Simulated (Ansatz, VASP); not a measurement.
**One calculation of SnO2, two programs**

Contents of INCAR:

```
ALGO = Normal
EDIFF = 1E-6
ENCUT = 520
GGA = PS
ISIF = 2
ISMEAR = 0
LASPH = T
LCHARG = F
LREAL = F
LWAVE = F
NBANDS = 64
NELM = 100
PREC = Accurate
SIGMA = 0.05
```

The input KPOINTS:

```
k-points
0
Gamma
  6 6 6
```

Contents of POSCAR:

```
SnO2
1.0
    3.4115606314      1.9696654489      3.9103307957
   -3.4115606314      1.9696654489      3.9103307957
    0.0000000000     -3.9393308977      3.9103307957
Sn O
4 8
Direct
    0.8646807174      0.8646807174      0.8646807174
    0.3648245829      0.3648245829      0.8648190111
    0.3648245829      0.8648190111      0.3648245829
    0.8648190111      0.3648245829      0.3648245829
    0.1235003534      0.6233501671      0.6233501671
    0.6233501671      0.1235003534      0.6233501671
    0.6233501671      0.6233501671      0.1235003534
    0.6062113146      0.6062113146      0.6062113146
    0.1234715296      0.1234715296      0.1234715296
    0.1060883083      0.1060883083      0.6062369573
    0.1060883083      0.6062369573      0.1060883083
    0.6062369573      0.1060883083      0.1060883083
```

Input for Ansatz:

```yaml
crystal:
  lattice:
    - [3.4115606314, 1.9696654489, 3.9103307957]
    - [-3.4115606314, 1.9696654489, 3.9103307957]
    - [0.0, -3.9393308977, 3.9103307957]
  atoms:
    - { symbol: Sn, position: [0.8646807174, 0.8646807174, 0.8646807174] }
    - { symbol: Sn, position: [0.3648245829, 0.3648245829, 0.8648190111] }
    - { symbol: Sn, position: [0.3648245829, 0.8648190111, 0.3648245829] }
    - { symbol: Sn, position: [0.8648190111, 0.3648245829, 0.3648245829] }
    - { symbol: O, position: [0.1235003534, 0.6233501671, 0.6233501671] }
    - { symbol: O, position: [0.6233501671, 0.1235003534, 0.6233501671] }
    - { symbol: O, position: [0.6233501671, 0.6233501671, 0.1235003534] }
    - { symbol: O, position: [0.6062113146, 0.6062113146, 0.6062113146] }
    - { symbol: O, position: [0.1234715296, 0.1234715296, 0.1234715296] }
    - { symbol: O, position: [0.1060883083, 0.1060883083, 0.6062369573] }
    - { symbol: O, position: [0.1060883083, 0.6062369573, 0.1060883083] }
    - { symbol: O, position: [0.6062369573, 0.1060883083, 0.1060883083] }
basis:
  ecutwfc: 520.0
kpoints:
  mp_grid: { grid: [6, 6, 6] }
hamiltonian:
  xc: pbesol
  pseudopotentials: { kind: paw, azcp: { folder: soft_1 } }
scf:
  occupations: { method: gaussian, width: 0.05 }
output:
  forces: true
  stress: true
  eigenvalues: true
```

Alike in both runs: task single point; functional PBEsol; k mesh 6 × 6 × 6; occupations gaussian, width 0.05 eV; no spin polarisation.

|  | VASP | Ansatz |
| --- | --- | --- |
| version | VASP 6.6.1 | Ansatz 0.2.0 |
| potentials or method | VASP PAW PBE potentials, release 64 (Sn_d, O), cutoff 520 eV | scalar-relativistic, plane waves, PAW |
| valence electrons in the cell | 104 | 104 |

VASP gave:

- gap on the k mesh at the Fermi level (eV): 0.43
- least direct gap on the mesh (eV): 0.43
- pressure (GPa): -10.4
- traceless stress, the component that is largest in VASP (GPa): 8.51
- rms of the force components (eV/Å): 0.110

Q: Estimate Ansatz's values.

A: gap on the k mesh at the Fermi level (eV): 0.44; least direct gap on the mesh (eV): 0.44; pressure (GPa): -11.0; traceless stress, the component that is largest in VASP (GPa): 9.00; rms of the force components (eV/Å): 0.090.

VASP's potentials were made for PBE, not for PBEsol, and Ansatz warns of the same on its side. Atom by atom the forces differ by 0.020 eV/Å (rms over components).
